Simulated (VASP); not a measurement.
Input of a VASP 6.6.1 run:

INCAR

```
SYSTEM = Cs2BP2
  PREC = Accurate
  ENCUT = 520
  EDIFF = 1E-6
  ISMEAR = 0
  SIGMA = 0.0232
  LREAL = .False.
  LASPH = .True.
  NELM = 60
  ALGO = Normal
  ISIF = 2
  LWAVE = .False.
  LCHARG = .True.
  GGA = PE
  LELF = .True.
  LVHAR = .True.
  NBANDS = 42
```

The input KPOINTS:

```
Automatic mesh
0
Gamma
  4 4 4
  0 0 0
```

Contents of POSCAR:

```
Cs2BP2
1.0
    0.0000000000      0.0000004152      6.1021770000
    6.9565410000     -3.6745027924      3.0510887500
    6.9565410000      3.6745027924     -3.0510887500
Cs B P
4 2 4
Direct
    0.3187162599      0.0357911602      0.6732236800
    0.6812837401      0.9642088398      0.3267763200
    0.1812837401      0.6732236800      0.0357911602
    0.8187162599      0.3267763200      0.9642088398
    0.2500000000      0.5000000000      0.5000000000
    0.7500000000      0.5000000000      0.5000000000
    0.3771643267      0.6943508048      0.4486794582
    0.6228356733      0.3056491952      0.5513205418
    0.1228356733      0.4486794582      0.6943508048
    0.8771643267      0.5513205418      0.3056491952
```

Potentials or basis: VASP PAW PBE potentials, release 64 (Cs_sv, B, P).

Launch:

```bash
$ cat potpaw_PBE.64/Cs_sv/POTCAR potpaw_PBE.64/B/POTCAR potpaw_PBE.64/P/POTCAR > POTCAR
$ mpirun -np 1 vasp_std > vasp.out
```

**Question.** Estimate the band gap on the k mesh.

**Answer.** Zero (bands 31 and 32 overlap by 0.53 eV).

**Question.** What does it give for the pressure?

**Answer.** -0.5 GPa.

Forces in eV/Å, atoms in the order of the input:
```
Cs  -0.019  0.012  0.000
Cs   0.019 -0.012  0.000
Cs  -0.019 -0.012  0.000
Cs   0.019  0.012  0.000
B    0.000  0.000  0.000
B    0.000  0.000  0.000
P   -0.020  0.025  0.000
P    0.020 -0.025  0.000
P   -0.020 -0.025  0.000
P    0.020  0.025  0.000
```

Caveat: spin-orbit coupling is left out, which moves the levels of the heavy elements.
